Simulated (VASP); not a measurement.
Input of a VASP 6.6.1 run:

Contents of INCAR:

```
SYSTEM = BaZrO3
PREC     = Accurate       ! precision mode
ENCUT    = 520            ! plane-wave cutoff, eV
EDIFF    = 1E-7           ! SCF threshold, eV
ISMEAR   = 0              ! smearing method
SIGMA    = 0.01           ! smearing width, eV
LREAL    = .False.        ! projectors in reciprocal space
LASPH    = .True.         ! aspherical terms in the spheres
NELM     = 80             ! most SCF steps
ALGO     = Normal         ! electronic algorithm
ISIF     = 2              ! what is computed and relaxed
LWAVE    = .False.        ! write WAVECAR
LCHARG   = .False.        ! write CHGCAR
GGA      = PE             ! functional
NBANDS   = 28             ! bands
```

KPOINTS

```
regular mesh
0
Gamma
  4 4 4
  0 0 0
```

Contents of POSCAR:

```
BaZrO3
1.0
    4.1913400000      0.0000000000      0.0000000000
    0.0000000000      4.1913400000      0.0000000000
    0.0000000000      0.0000000000      4.1913400000
Ba Zr O
1 1 3
Direct
    0.0000000000      0.0000000000      0.0000000000
    0.5000000000      0.5000000000      0.5000000000
    0.0000000000      0.5000000000      0.5000000000
    0.5000000000      0.0000000000      0.5000000000
    0.5000000000      0.5000000000      0.0000000000
```

Potentials or basis: VASP PAW PBE potentials, release 64 (Ba_sv, Zr_sv, O).

Command:

```sh
$ cat potpaw_PBE.64/Ba_sv/POTCAR potpaw_PBE.64/Zr_sv/POTCAR potpaw_PBE.64/O/POTCAR > POTCAR
$ mpirun -np 1 vasp_std > vasp.out
```

Problem. Predict the band gap on the k mesh.

Solution. 3.18 eV, indirect (least direct gap 3.41 eV).

Problem. Predict the pressure.

Solution. 5.1 GPa.

Caveat: spin-orbit coupling is left out, which moves the levels of the heavy elements. As with any semilocal functional, this PBE gap is likely too small.
